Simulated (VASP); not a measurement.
# TaN (P-6m2) in VASP: further runs

Runs on TaN. Level: PBEsol. Tasks: single point, relaxation of cell and atoms.

All numbers are computed with VASP 6.6.1; they aren't measurements. Logs are shortened: lines on timing, memory, paths and dates and some standing lists are left out, and cuts for length are marked.

### Step 1. The cell of the first run

Symmetry: P-6m2, No. 187, hexagonal system. The conventional cell has a = 2.924 Å, b = 2.924 Å, c = 2.871 Å, α = 90.00°, β = 90.00°, γ = 120.00°. Ta (site symmetry -6m2) has 6 N at 2.22 Å and 2 Ta at 2.87 Å within 2.9 Å. Within 2.9 Å of N (site symmetry -6m2) lie 6 Ta at 2.22 Å and 2 N at 2.87 Å.

### Step 2. Single point, PBEsol

Contents of INCAR:

```
  PREC = Accurate
  ENCUT = 520
  EDIFF = 1E-6
  ISMEAR = -1
  SIGMA = 0.05
  LREAL = False
  LASPH = True
  NELM = 100
  ALGO = Normal
  ISIF = 2
  LWAVE = False
  LCHARG = False
  GGA = PS
  NBANDS = 15
```

Contents of KPOINTS:

```
regular mesh
0
Gamma
  18 18 16
```

Contents of POSCAR:

```
TaN
1.0
    2.9239649421      0.0000000000      0.0000000000
   -1.4619824711      2.5322279197      0.0000000000
    0.0000000000      0.0000000000      2.8707764762
Ta N
1 1
Direct
    0.0000000000      0.0000000000      0.5000000000
    0.6666666667      0.3333333333      0.0000000000
```

Potentials or basis: VASP PAW PBE potentials, release 64 (Ta_pv, N).

Run with:

```
$ cat potpaw_PBE.64/Ta_pv/POTCAR potpaw_PBE.64/N/POTCAR > POTCAR
$ mpirun -np 1 vasp_std > vasp.out
```

OUTCAR:

```text
PREC = Accurate
   ENCUT = 520
   EDIFF = 1E-6
   ISMEAR = -1
   LREAL = False
   LASPH = True
   NELM = 100
   ISIF = 2
   GGA = PS

 ion  position               nearest neighbor table
   1  0.000  0.000  0.500-   2 2.22   2 2.22   2 2.22   2 2.22   2 2.22   2 2.22
   2  0.667  0.333  0.000-   1 2.22   1 2.22   1 2.22   1 2.22   1 2.22   1 2.22

  LATTYP: Found a hexagonal cell.
 ALAT       =     2.9239649421
 C/A-ratio  =     0.9818094721

  Lattice vectors:

 A1 = (   2.9239649421,   0.0000000000,   0.0000000000)
 A2 = (  -1.4619824711,   2.5322279197,   0.0000000000)
 A3 = (   0.0000000000,   0.0000000000,   2.8707764762)

Analysis of symmetry for initial positions (statically):
=====================================================================
 Subroutine PRICEL returns:
 Original cell was already a primitive cell.

 Routine SETGRP: Setting up the symmetry group for a
 hexagonal supercell.

 Subroutine GETGRP returns: Found 12 space group operations
 (whereof 12 operations were pure point group operations)
 out of a pool of 24 trial point group operations.

The static configuration has the point symmetry D_3h.

Analysis of symmetry for dynamics (positions and initial velocities):
=====================================================================
 Subroutine PRICEL returns:
 Original cell was already a primitive cell.

 Routine SETGRP: Setting up the symmetry group for a
 hexagonal supercell.

 Subroutine GETGRP returns: Found 12 space group operations
 (whereof 12 operations were pure point group operations)
 out of a pool of 24 trial point group operations.

The dynamic configuration has the point symmetry D_3h.

 Subroutine INISYM returns: Found 12 space group operations
 (whereof 12 operations are pure point group operations),
 and found     1 'primitive' translations

----------------------------------------------------------------------------------------

                                     Primitive cell

  volume of cell :      21.2556

  direct lattice vectors                    reciprocal lattice vectors
     2.923964942  0.000000000  0.000000000     0.342001365  0.197454580  0.000000000
    -1.461982471  2.532227920  0.000000000     0.000000000  0.394909160  0.000000000
     0.000000000  0.000000000  2.870776476     0.000000000  0.000000000  0.348337813

  length of vectors
     2.923964942  2.923964942  2.870776476     0.394909160  0.394909160  0.348337813

[... 89 lines left out ...]
   TEBEG  =    0.0;   TEEND  =   0.0 temperature during run
   PSTRESS=    0.0 pullay stress
   NELECT =      16.0000    total number of electrons
   NUPDOWN=      -1.0000    fix difference up-down
   EMIN   =  10.00;   EMAX   =-10.00  energy-range for DOS
   EFERMI =   0.00;   METHOD = LEGACY
   ISMEAR =    -1;   SIGMA  =   0.05  broadening in eV -4-tet -1-fermi 0-gaus
   EFERMI_NEDOS =   21; number of points for ismear=-14 and -15
   IALGO  =     38    algorithm
   IMIX   =      4    mixing-type and parameters
     AMIX     =   0.40;   BMIX     =  1.00
     AMIX_MAG =   1.60;   BMIX_MAG =  1.00
  volume/ion in A,a.u.               =      10.63        71.72
  Fermi-wavevector in a.u.,A,eV,Ry     =   1.489213  2.814204 30.174379  2.217754
  Thomas-Fermi vector in A             =   2.602150
   LORBIT       =      0    0 simple, 1 ext, 2 COOP (PROOUT), +10 PAW based schemes
   GGA     = PS    functional components
   LHFCALC =     F    Hartree Fock is set to
   AEXX    =    0.0000 exact exchange contribution
   IVDW    =     0    specifies the selected vdW correction
   LEPSILON=     F    determine dielectric tensor
   LRPA    =     F    only Hartree local field effects (RPA)
 non-spin polarized calculation
  energy-cutoff  :      520.00
  volume of cell :       21.26
 maximum number of plane-waves:       599
 NGX is ok and might be reduce to    24
   NGX = 11   NGY = 11   NGZ = 11

 number of electron      16.0000000 magnetization

 Free energy of the ion-electron system (eV)
  ---------------------------------------------------
  ext. energy  EPLUGINS =         0.00000000
  ---------------------------------------------------
  free energy    TOTEN  =       -23.80576630 eV

  energy without entropy =      -23.80526573  energy(sigma->0) =      -23.80551601

 E-fermi :   8.2032     XC(G=0): -13.5810

 val. band max:        8.1568017864   @ k =   0.0000   0.0000   0.4375
 cond. band min:       8.2393778137   @ k =   0.0556   0.0000   0.5000
 fundamental gap:      0.0825760274
 Fermi energy:         8.2031631662

 k-point     1 :       0.0000    0.0000    0.0000
  band No.  band energies     occupation
      1     -26.5032      2.00000
      2     -26.2285      2.00000
      3     -26.2285      2.00000
      4      -9.6043      2.00000
      5       3.6174      2.00000
      6       3.6174      2.00000
      7       3.9449      2.00000
      8       5.3088      2.00000
      9      10.5614      0.00000
     10      11.8964      0.00000
     11      11.8964      0.00000
     12      12.2952      0.00000
     13      12.2952      0.00000
     14      21.3344      0.00000
[... 401 lines left out ...]
      2     -26.5506      2.00000
      3     -26.3501      2.00000
      4      -7.2066      2.00000
      5       0.0540      2.00000
      6       3.0297      2.00000
      7       3.9281      2.00000
      8       5.9199      2.00000
      9      10.5577      0.00000
     10      11.3633      0.00000
     11      12.9003      0.00000
     12      14.3861      0.00000
     13      16.9663      0.00000
     14      20.4968      0.00000
     15      21.6872      0.00000

 [... further k-points ...]

------------------------ aborting loop because EDIFF is reached ----------------------------------------

  FORCE on cell =-STRESS in cart. coord.  units (eV):
  Direction    XX          YY          ZZ          XY          YZ          ZX
  --------------------------------------------------------------------------------------
  -------------------------------------------------------------------------------------
  Total        0.1032474      0.1032474      0.1305720     -0.0000000     -0.0000000      0.0000000
  in kB        7.7824312      7.7824312      9.8420637     -0.0000000     -0.0000000      0.0000000
  external PRESSURE =       8.4689754 kB  Pullay stress =       0.0000000 kB

 VOLUME and BASIS-vectors are now :
 -----------------------------------------------------------------------------
  energy-cutoff  :      520.00
  volume of cell :       21.26
      direct lattice vectors                 reciprocal lattice vectors
     2.923964942  0.000000000  0.000000000     0.342001365  0.197454580  0.000000000
    -1.461982471  2.532227920  0.000000000     0.000000000  0.394909160  0.000000000
     0.000000000  0.000000000  2.870776476     0.000000000  0.000000000  0.348337813

 POSITION                                       TOTAL-FORCE (eV/Angst)
 -----------------------------------------------------------------------------------
      0.00000      0.00000      1.43539         0.000000      0.000000      0.000000
      1.46198      0.84408      0.00000        -0.000000      0.000000      0.000000
 -----------------------------------------------------------------------------------
    total drift:                               -0.000000      0.000000      0.000000

  FREE ENERGIE OF THE ION-ELECTRON SYSTEM (eV)
  ---------------------------------------------------
  free  energy   TOTEN  =       -23.8057662959 eV

  energy  without entropy=      -23.8052657304  energy(sigma->0) =      -23.80551601
```

OSZICAR:

```text
N       E                     dE             d eps       ncg     rms          rms(c)
DAV:   1     0.929191266463E+02    0.92919E+02   -0.89131E+03 10022   0.112E+03
DAV:   2    -0.231610912836E+02   -0.11608E+03   -0.11011E+03 12167   0.306E+02
DAV:   3    -0.261205093920E+02   -0.29594E+01   -0.29491E+01 11320   0.472E+01
DAV:   4    -0.261324347779E+02   -0.11925E-01   -0.11922E-01 13182   0.328E+00
DAV:   5    -0.261325002590E+02   -0.65481E-04   -0.65478E-04 11369   0.229E-01    0.245E+01
DAV:   6    -0.239035705510E+02    0.22289E+01   -0.34904E+00 13051   0.224E+01    0.105E+01
DAV:   7    -0.238412961423E+02    0.62274E-01   -0.56238E-01 10886   0.579E+00    0.709E+00
DAV:   8    -0.238131986731E+02    0.28097E-01   -0.14575E-01 12468   0.318E+00    0.148E+00
DAV:   9    -0.238058835620E+02    0.73151E-02   -0.15349E-02 11257   0.102E+00    0.184E-01
DAV:  10    -0.238058433559E+02    0.40206E-04   -0.10737E-03 12440   0.385E-01    0.901E-02
DAV:  11    -0.238057656258E+02    0.77730E-04   -0.98969E-05 11579   0.107E-01    0.101E-02
DAV:  12    -0.238057663337E+02   -0.70786E-06   -0.12698E-05 10725   0.316E-02    0.479E-03
DAV:  13    -0.238057662959E+02    0.37777E-07   -0.27257E-08  5394   0.172E-03
   1 F= -.23805766E+02 E0= -.23805516E+02  d E =-.500565E-03
```

stdout:

```text
POSCAR found type information on POSCAR TaN
 POSCAR found :  2 types and       2 ions
 scaLAPACK will be used
 -----------------------------------------------------------------------------
|                                                                             |
|                                                                             |
|     You enforced a specific xc type in the INCAR file but a different       |
|     I HOPE YOU KNOW WHAT YOU ARE DOING!                                     |
|                                                                             |
 -----------------------------------------------------------------------------

 LDA part: xc-table for (Slater+PW92), standard interpolation
 POSCAR, INCAR and KPOINTS ok, starting setup
 FFT: planning ... GRIDC
 FFT: planning ... GRID_SOFT
 FFT: planning ... GRID
 WAVECAR not read
 entering main loop
```

Run time: 39 s. Hardware: 1 thread of Intel Xeon Platinum 8559C (Emerald Rapids), shared host; peak memory 0.22 GiB.

What came out:

```yaml
Free_energy: -23.8058 eV
Pressure: 0.8 GPa
Band_gap_on_the_k_mesh: zero (band 8 reaches 8.56 eV, above the bottom of band 9 at 8.13 eV)
```

Stress tensor (GPa, compression positive):
```
0.78 0.00 0.00
0.00 0.78 0.00
0.00 0.00 0.98
```

Caveat: the PAW data sets were made with another functional, which shifts forces and pressure a little; spin-orbit coupling is left out, which moves the levels of the heavy elements.

### Step 3. Relaxation of cell and atoms, PBEsol

This run uses another cell than the first one, of 10.78 Å³/atom, 1.014 times its volume.

Contents of INCAR:

```
ALGO = Normal ; EDIFF = 1E-6
EDIFFG = -0.002 ; ENCUT = 600
GGA = PS ; IBRION = 2
ISIF = 3 ; ISMEAR = -1
LASPH = T ; LCHARG = F
LREAL = F ; LWAVE = F
NELM = 80 ; NSW = 100
PREC = Accurate ; SIGMA = 0.05
```

Contents of KPOINTS:

```
k-points
0
Gamma
  18 18 16
```

Contents of POSCAR:

```
TaN
1.0
    2.9380000000      0.0000000000      0.0000000000
   -1.4690000000      2.5443826363      0.0000000000
    0.0000000000      0.0000000000      2.8830000000
Ta N
1 1
Direct
    0.0000000000      0.0000000000      0.5000000000
    0.6666666667      0.3333333333      0.0000000000
```

Potentials or basis: VASP PAW PBE potentials, release 64 (Ta_pv, N).

Run with:

```
$ cat potpaw_PBE.64/Ta_pv/POTCAR potpaw_PBE.64/N/POTCAR > POTCAR
$ mpirun -np 1 vasp_std > vasp.out
```

Wall time 1.8 min (1 thread of Intel Xeon Platinum 8559C (Emerald Rapids), shared host); peak memory 0.25 GiB.

Results (log left out):

| Quantity | Value |
| --- | --- |
| Free energy | -23.8086 eV |
| Relaxed volume | 10.65 Å³/atom |
| Relaxed cell | a = 2.926 Å, b = 2.926 Å, c = 2.873 Å, α = 90.00°, β = 90.00°, γ = 120.00° |
| Space group after relaxing (to 0.05 Å) | P-6m2 (No. 187) |
| Energy gained by relaxing | 1.7 meV/atom |
| Ionic steps | 8 |
| Pressure after relaxing | 0.0 GPa |
| Band gap on the k mesh | zero (band 8 reaches 8.54 eV, above the bottom of band 9 at 8.11 eV) |

Step by step:
```csv
step,energy change (eV),largest force (eV/Å),pressure (GPa),volume (Å³)
1,0.0000,0.0000,-4.20,21.55
2,0.0181,0.0000,11.44,20.68
3,-0.0033,0.0000,-0.05,21.30
4,-0.0033,0.0000,0.04,21.30
5,-0.0034,0.0000,0.05,21.29
6,-0.0034,0.0000,0.04,21.29
7,-0.0034,0.0000,-0.07,21.30
8,-0.0034,0.0000,-0.01,21.30
```

Final structure:
```
Ta N
1.0
     2.92571    0.00000    0.00000
    -1.46286    2.53374    0.00000
     0.00000    0.00000    2.87303
Ta N
1 1
Direct
  0.00000 0.00000 0.50000
  0.66667 0.33333 0.00000
```

Levels at points of the mesh, in eV from the Fermi level:
```tsv
k point	band 6	band 7	band 8	band 9	band 10	band 11
(0.00, 0.00, 0.00)	-4.58	-4.25	-2.89	2.34	3.68	3.68
(0.50, 0.00, 0.00)	-5.23	-3.52	-3.15	3.06	4.15	5.31
(0.00, 0.00, 0.50)	-3.75	-3.75	-0.07	-0.07	2.50	3.38
(0.50, 0.00, 0.50)	-6.21	-5.72	-0.29	4.27	5.49	6.21
```

Caveat: the PAW data sets were made with another functional, which shifts forces and pressure a little; spin-orbit coupling is left out, which moves the levels of the heavy elements.
